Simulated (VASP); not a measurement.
# TlO2 in VASP: notebook

TlO2 is run at these levels: PBE; tasks: single point, relaxation of cell and atoms.

All numbers are computed with VASP 6.6.1; they aren't measurements. Logs are shortened: lines on timing, memory, paths and dates and some standing lists are left out, and cuts for length are marked.

## (1) The cell of the first run

The typed cell holds 6 atoms: a = 6.193 Å, b = 5.463 Å, c = 5.664 Å, α = 67.61°, β = 54.65°, γ = 57.74°.

## (2) Single point, PBE

INCAR

```
ALGO = Normal ; EDIFF = 1E-6
ENCUT = 520 ; GGA = PE
ISIF = 2 ; ISMEAR = 0
LASPH = T ; LCHARG = F
LREAL = F ; LWAVE = F
NBANDS = 34 ; NELM = 60
PREC = Accurate ; SIGMA = 0.1
```

KPOINTS

```
k-points
0
Gamma
  4 4 4
```

POSCAR

```
TlO2
1.0
    0.0000000000      4.5047343768      4.2490510448
    3.4332577575      0.0000000000      4.2490510448
    3.4332577575      4.5047343768      0.0000000000
Tl O
2 4
Direct
    0.2500259165      0.2500259165      0.7499740835
    0.7499740835      0.7499740835      0.2500259165
    0.3238226233      0.6761773767      0.3238226233
    0.6761773767      0.3238226233      0.6761773767
    0.8239051331      0.1760948669      0.8239051331
    0.1760948669      0.8239051331      0.1760948669
```

Potentials or basis: VASP PAW PBE potentials, release 64 (Tl_d, O).

Started as:

```bash
$ cat potpaw_PBE.64/Tl_d/POTCAR potpaw_PBE.64/O/POTCAR > POTCAR
$ mpirun -np 1 vasp_std > vasp.out
```

OUTCAR:

```text
EDIFF = 1E-6
   ENCUT = 520
   GGA = PE
   ISIF = 2
   ISMEAR = 0
   LASPH = T
   LREAL = F
   NELM = 60
   PREC = Accurate

 ion  position               nearest neighbor table
   1  0.250  0.250  0.750-   5 2.65   6 2.65   3 2.65   4 2.65   2 3.43   2 3.43
   2  0.750  0.750  0.250-   5 2.65   6 2.65   3 2.65   4 2.65   1 3.43   1 3.43
   3  0.324  0.676  0.324-   6 1.33   2 2.65   1 2.65
   4  0.676  0.324  0.676-   5 1.33   2 2.65   1 2.65
   5  0.824  0.176  0.824-   4 1.33   2 2.65   1 2.65
   6  0.176  0.824  0.176-   3 1.33   2 2.65   1 2.65

  LATTYP: Found a face centered orthorhombic cell.
 ALAT       =     6.8665155150
 B/A-ratio  =     1.2376149258
 C/A-ratio  =     1.3120874385

  Lattice vectors:

 A1 = (   0.0000000000,   4.5047343768,  -4.2490510448)
 A2 = (   3.4332577575,   4.5047343768,   0.0000000000)
 A3 = (   3.4332577575,   0.0000000000,  -4.2490510448)

Analysis of symmetry for initial positions (statically):
=====================================================================
 Subroutine PRICEL returns:
 Original cell was already a primitive cell.

 Routine SETGRP: Setting up the symmetry group for a
 face centered orthorhombic supercell.

 Subroutine GETGRP returns: Found  8 space group operations
 (whereof  8 operations were pure point group operations)
 out of a pool of  8 trial point group operations.

The static configuration has the point symmetry D_2h.

Analysis of symmetry for dynamics (positions and initial velocities):
=====================================================================
 Subroutine PRICEL returns:
 Original cell was already a primitive cell.

 Routine SETGRP: Setting up the symmetry group for a
 face centered orthorhombic supercell.

 Subroutine GETGRP returns: Found  8 space group operations
 (whereof  8 operations were pure point group operations)
 out of a pool of  8 trial point group operations.

The dynamic configuration has the point symmetry D_2h.

 Subroutine INISYM returns: Found  8 space group operations
 (whereof  8 operations are pure point group operations),
 and found     1 'primitive' translations

----------------------------------------------------------------------------------------

                                     Primitive cell

  volume of cell :     131.4309

  direct lattice vectors                    reciprocal lattice vectors
     0.000000000  4.504734377  4.249051045    -0.145634274  0.110994336  0.117673333
     3.433257757  0.000000000  4.249051045     0.145634274 -0.110994336  0.117673333
     3.433257757  4.504734377  0.000000000     0.145634274  0.110994336 -0.117673333

  length of vectors
     6.192500835  5.462755130  5.663911249     0.217660510  0.217660510  0.217660510

  position of ions in fractional coordinates (direct lattice)
     0.250025917  0.250025917  0.749974083
     0.749974083  0.749974083  0.250025917
     0.323822623  0.676177377  0.323822623
     0.676177377  0.323822623  0.676177377
     0.823905133  0.176094867  0.823905133
     0.176094867  0.823905133  0.176094867

  ion indices of the primitive-cell ions
   primitive index   ion index
                 1           1
                 2           2
                 3           3
                 4           4
                 5           5
                 6           6

----------------------------------------------------------------------------------------

 KPOINTS: k-points

Automatic generation of k-mesh.
 Grid dimensions read from file:
 generate k-points for:    4    4    4

 Generating k-lattice:

  Cartesian coordinates                     Fractional coordinates (reciprocal lattice)
    -0.036408568  0.027748584  0.029418333     0.250000000  0.000000000  0.000000000
     0.036408568 -0.027748584  0.029418333     0.000000000  0.250000000  0.000000000
     0.036408568  0.027748584 -0.029418333    -0.000000000 -0.000000000  0.250000000

  Length of vectors
     0.054415128  0.054415128  0.054415128

  Shift w.r.t. Gamma in fractional coordinates (k-lattice)
     0.000000000  0.000000000  0.000000000

 Subroutine IBZKPT returns following result:
 ===========================================

 Found     18 irreducible k-points:

 Following reciprocal coordinates:
            Coordinates               Weight
  0.000000  0.000000  0.000000      1.000000
  0.250000  0.000000  0.000000      8.000000
  0.500000  0.000000  0.000000      4.000000
  0.250000  0.250000  0.000000      2.000000
  0.500000  0.250000  0.000000      8.000000
 -0.250000  0.250000  0.000000      4.000000
[... 10 lines left out ...]
 -0.250000  0.250000  0.500000      2.000000
  0.000000  0.500000  0.500000      1.000000
   k-points           NKPTS =     18   k-points in BZ     NKDIM =     18   number of bands    NBANDS=     34
   number of dos      NEDOS =    301   number of ions     NIONS =      6
   total plane-waves  NPLWV =  84672
   dimension x,y,z NGX =    48 NGY =   42 NGZ =   42
   dimension x,y,z NGXF=    96 NGYF=   84 NGZF=   84
   ions per type =               2   4
   NGX,Y,Z   is equivalent  to a cutoff of  12.89, 12.78, 12.33 a.u.
   NGXF,Y,Z  is equivalent  to a cutoff of  25.77, 25.56, 24.66 a.u.
 SYSTEM =  unknown system
   PREC   = accura    normal or accurate (medium, high low for compatibility)
   ISTART =      0    job   : 0-new  1-cont  2-samecut
   ICHARG =      2    charge: 1-file 2-atom 10-const
   ISPIN  =      1    spin polarized calculation?
   LNONCOLLINEAR =      F non collinear calculations
   LSORBIT =      F    spin-orbit coupling
   LASPH  =      T    aspherical Exc in radial PAW
   ENCUT  =  520.0 eV  38.22 Ry    6.18 a.u.  11.51 10.16 10.53*2*pi/ulx,y,z
   NELM   =     60;   NELMIN=  2; NELMDL= -5     # of ELM steps
   EDIFF  = 0.1E-05   stopping-criterion for ELM
   LREAL  =      F    real-space projection
   EDIFFG = 0.1E-04   stopping-criterion for IOM
   NSW    =      0    number of steps for IOM
   IBRION =     -1    ionic relax: 0-MD 1-quasi-New 2-CG
   NFREE  =      0    steps in history (QN), initial steepest desc. (CG)
   ISIF   =      2    stress and relaxation
   ISYM   =      2    0-nonsym 1-usesym 2-fastsym
   POTIM  = 0.5000    time-step for ionic-motion
   TEBEG  =    0.0;   TEEND  =   0.0 temperature during run
   PSTRESS=    0.0 pullay stress
   NELECT =      50.0000    total number of electrons
   NUPDOWN=      -1.0000    fix difference up-down
   EMIN   =  10.00;   EMAX   =-10.00  energy-range for DOS
   EFERMI =   0.00;   METHOD = LEGACY
   ISMEAR =     0;   SIGMA  =   0.10  broadening in eV -4-tet -1-fermi 0-gaus
   EFERMI_NEDOS =   21; number of points for ismear=-14 and -15
   IALGO  =     38    algorithm
   IMIX   =      4    mixing-type and parameters
     AMIX     =   0.40;   BMIX     =  1.00
     AMIX_MAG =   1.60;   BMIX_MAG =  1.00
  volume/ion in A,a.u.               =      21.91       147.82
  Fermi-wavevector in a.u.,A,eV,Ry     =   1.186221  2.241633 19.145037  1.407121
  Thomas-Fermi vector in A             =   2.322398
   LORBIT       =      0    0 simple, 1 ext, 2 COOP (PROOUT), +10 PAW based schemes
   GGA     = PE    functional components
   LHFCALC =     F    Hartree Fock is set to
   AEXX    =    0.0000 exact exchange contribution
   IVDW    =     0    specifies the selected vdW correction
   LEPSILON=     F    determine dielectric tensor
   LRPA    =     F    only Hartree local field effects (RPA)
 non-spin polarized calculation
 Gauss-broadening in eV      SIGMA  =   0.10
  energy-cutoff  :      520.00
  volume of cell :      131.43
 maximum number of plane-waves:      3558
 NGX is ok and might be reduce to    48
   NGX = 23   NGY = 21   NGZ = 21

 number of electron      50.0000005 magnetization

 Free energy of the ion-electron system (eV)
  ---------------------------------------------------
  ext. energy  EPLUGINS =         0.00000000
  ---------------------------------------------------
  free energy    TOTEN  =       -25.10504117 eV

  energy without entropy =      -25.06724902  energy(sigma->0) =      -25.08614510

 E-fermi :   1.8848     XC(G=0):  -8.2574

 val. band max:        1.8712846268   @ k =   0.5000   0.0000   0.5000
 cond. band min:       1.9197058990   @ k =  -0.2500   0.2500   0.0000
 fundamental gap:      0.0484212722
 Fermi energy:         1.8848145976

 k-point     1 :       0.0000    0.0000    0.0000
  band No.  band energies     occupation
      1     -21.6299      2.00000
      2     -21.5535      2.00000
      3     -12.5330      2.00000
      4     -12.3926      2.00000
      5      -9.3636      2.00000
      6      -9.0966      2.00000
[... 26 lines left out ...]
     33       8.6354      0.00000
     34       9.5194      0.00000

 k-point     2 :       0.2500    0.0000    0.0000
  band No.  band energies     occupation
      1     -21.6167      2.00000
      2     -21.5625      2.00000
      3     -12.5575      2.00000
      4     -12.4638      2.00000
      5      -9.2717      2.00000
      6      -9.0686      2.00000
[... 26 lines left out ...]
     33       9.4127      0.00000
     34       9.8939      0.00000

 k-point     3 :       0.5000    0.0000    0.0000
  band No.  band energies     occupation
      1     -21.5874      2.00000
      2     -21.5874      2.00000
      3     -12.5566      2.00000
      4     -12.5562      2.00000
      5      -9.0687      2.00000
      6      -9.0687      2.00000
[... 26 lines left out ...]
     33       9.7385      0.00000
     34       9.7395      0.00000
[... 482 lines left out ...]
 k-point    17 :      -0.2500    0.2500    0.5000
  band No.  band energies     occupation
      1     -21.6005      2.00000
      2     -21.5730      2.00000
      3     -12.7202      2.00000
      4     -12.3970      2.00000
      5      -9.3066      2.00000
      6      -9.0813      2.00000
[... 26 lines left out ...]
     33       9.7804      0.00000
     34       9.9470      0.00000

 k-point    18 :       0.0000    0.5000    0.5000
  band No.  band energies     occupation
      1     -21.6001      2.00000
      2     -21.5803      2.00000
      3     -12.6262      2.00000
      4     -12.3189      2.00000
      5      -9.3318      2.00000
      6      -9.0851      2.00000
[... 26 lines left out ...]
     33      10.0507      0.00000
     34      10.2612      0.00000

------------------------ aborting loop because EDIFF is reached ----------------------------------------

  FORCE on cell =-STRESS in cart. coord.  units (eV):
  Direction    XX          YY          ZZ          XY          YZ          ZX
  --------------------------------------------------------------------------------------
  -------------------------------------------------------------------------------------
  Total       -0.0237556      0.8488071     -0.3086926      0.0000000      0.0000000      0.0000000
  in kB       -0.2895870     10.3471813     -3.7630442      0.0000000      0.0000000      0.0000000
  external PRESSURE =       2.0981833 kB  Pullay stress =       0.0000000 kB

 VOLUME and BASIS-vectors are now :
 -----------------------------------------------------------------------------
  energy-cutoff  :      520.00
  volume of cell :      131.43
      direct lattice vectors                 reciprocal lattice vectors
     0.000000000  4.504734377  4.249051045    -0.145634274  0.110994336  0.117673333
     3.433257757  0.000000000  4.249051045     0.145634274 -0.110994336  0.117673333
     3.433257757  4.504734377  0.000000000     0.145634274  0.110994336 -0.117673333

 POSITION                                       TOTAL-FORCE (eV/Angst)
 -----------------------------------------------------------------------------------
      3.43326      4.50473      2.12475        -0.000000      0.000000     -0.000003
      3.43326      4.50473      6.37336         0.000000      0.000000      0.000003
      3.43326      2.91747      4.24905        -0.000000      0.427317      0.000000
      3.43326      6.09200      4.24905        -0.000000     -0.427317      0.000000
      3.43326      7.42295      4.24905        -0.000000      0.426753      0.000000
      3.43326      1.58652      4.24905        -0.000000     -0.426753      0.000000
 -----------------------------------------------------------------------------------
    total drift:                               -0.000000     -0.000000      0.000000

  FREE ENERGIE OF THE ION-ELECTRON SYSTEM (eV)
  ---------------------------------------------------
  free  energy   TOTEN  =       -25.1050411746 eV

  energy  without entropy=      -25.0672490234  energy(sigma->0) =      -25.08614510
```

Run time: 2.5 min. Hardware: 1 thread of Intel Xeon 8259CL, shared host; peak memory 0.3 GiB.

Results:

* Free energy: -25.1050 eV
* Pressure: 0.2 GPa
* Largest force: 0.427 eV/Å
* Band gap on the k mesh: zero (band 25 reaches 2.10 eV, above the bottom of band 26 at 1.73 eV)

Forces on the atoms (eV/Å):
```
Tl   0.000  0.000  0.000
Tl   0.000  0.000  0.000
O    0.000  0.427  0.000
O    0.000 -0.427  0.000
O    0.000  0.427  0.000
O    0.000 -0.427  0.000
```

Stress tensor (GPa, compression positive):
```
-0.03  0.00  0.00
 0.00  1.03  0.00
 0.00  0.00 -0.38
```

Caveat: spin-orbit coupling is left out, which moves the levels of the heavy elements.

[end of part 1 of 2]
